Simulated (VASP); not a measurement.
Bi2Se3, 5 atoms in the cell. It takes space group R-3m (No. 166, trigonal). Conventional cell: a = 4.120 Å, b = 4.120 Å, c = 28.077 Å, α = 90.00°, β = 90.00°, γ = 120.00°. Within 3.8 Å of Bi (site symmetry 3m) lie 6 Se at 2.85 to 3.05 Å. Within 3.8 Å of Se (site symmetry 3m) lie 3 Bi at 2.85 Å and 3 Se at 3.36 Å. Se (site symmetry -3m) has 6 Bi at 3.05 Å and 12 Se at 4.12 to 4.22 Å within 4.3 Å. 

```yaml
Program: VASP 6.6.1
Task: single point
Functional: revPBE
Dispersion: D3(BJ)
Potentials_or_basis: VASP PAW PBE potentials, release 64 (Bi_d, Se)
Cutoff: 520 eV
k_mesh: 8 × 8 × 8
Occupations: fermi-dirac, width 0.05 eV
Spin: no spin polarisation
Dipole_correction: no
Further_INCAR_settings: ALGO = Normal; EDIFF = 1e-07; NBANDS = 32
```

Potentials or basis: VASP PAW PBE potentials, release 64 (Bi_d, Se).

Run with:

```sh
$ cat potpaw_PBE.64/Bi_d/POTCAR potpaw_PBE.64/Se/POTCAR > POTCAR
$ mpirun -np 1 vasp_std > vasp.out
```

Hardware: 1 thread of Intel(R) Xeon(R) Platinum 8488C (Sapphire Rapids), on a shared host.

Q: Estimate the wall time of this run.

A: It took 15 min on 1 thread of Intel(R) Xeon(R) Platinum 8488C (Sapphire Rapids), with other jobs on the host, peak memory 0.83 GiB. Counts: scf iterations 16, k points 65.
